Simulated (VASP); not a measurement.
Input of a VASP 6.6.1 run:

File INCAR:

```
PREC = Accurate ; ENCUT = 520
EDIFF = 1E-6 ; ISMEAR = 0
SIGMA = 0.2 ; LREAL = F
LASPH = T ; NELM = 150
ALGO = Normal ; ISIF = 2
LWAVE = F ; LCHARG = F
ISPIN = 2 ; MAGMOM = 0 0.26 0.26 0.26
LORBIT = 11 ; LMAXMIX = 4
GGA = PS ; NBANDS = 32
```

Contents of KPOINTS:

```
regular mesh
0
Gamma
  12 12 12
```

The input POSCAR:

```
TiCo3
1.0
    3.5287351136      0.0000000000      0.0000000000
    0.0000000000      3.5287351136      0.0000000000
    0.0000000000      0.0000000000      3.5287351136
Ti Co
1 3
Direct
    0.0000000000      0.0000000000      0.0000000000
    0.0000000000      0.5000000000      0.5000000000
    0.5000000000      0.0000000000      0.5000000000
    0.5000000000      0.5000000000      0.0000000000
```

Potentials or basis: VASP PAW PBE potentials, release 64 (Ti_sv, Co).

Run with:

```console
$ cat potpaw_PBE.64/Ti_sv/POTCAR potpaw_PBE.64/Co/POTCAR > POTCAR
$ mpirun -np 1 vasp_std > vasp.out
```

Problem. Predict the site moments.

Solution. Ti -0.07; Co +0.22 μB.

Problem. Estimate the net moment.

Solution. 0.59 μB per cell.

Problem. Estimate the pressure.

Solution. -0.7 GPa.

Caveat: the PAW data sets were made with another functional, which shifts forces and pressure a little.
